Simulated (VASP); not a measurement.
Input of a VASP 6.6.1 run:

File INCAR:

```
PREC = Accurate
ENCUT = 520
EDIFF = 1E-6
ISMEAR = -1
SIGMA = 0.03
LREAL = False
LASPH = True
NELM = 60
ALGO = Normal
ISIF = 2
LWAVE = False
LCHARG = False
NBANDS = 11
```

File KPOINTS:

```
regular mesh
0
Gamma
  8 8 8
```

POSCAR

```
NaH
1.0
    0.0000000000      2.3864216652      2.3864216652
    2.3864216652      0.0000000000      2.3864216652
    2.3864216652      2.3864216652      0.0000000000
Na H
1 1
Direct
    0.0000000000      0.0000000000      0.0000000000
    0.5000000000      0.5000000000      0.5000000000
```

Potentials or basis: VASP PAW LDA potentials, release 64 (Na_pv, H).

The run is started by

```console
$ cat potpaw_LDA.64/Na_pv/POTCAR potpaw_LDA.64/H/POTCAR > POTCAR
$ mpirun -np 1 vasp_std > vasp.out
```

Predict the band gap on the k mesh.

3.46 eV, indirect (least direct gap 4.40 eV).

Predict the pressure.

-1.4 GPa.

A k mesh can miss the band edges.
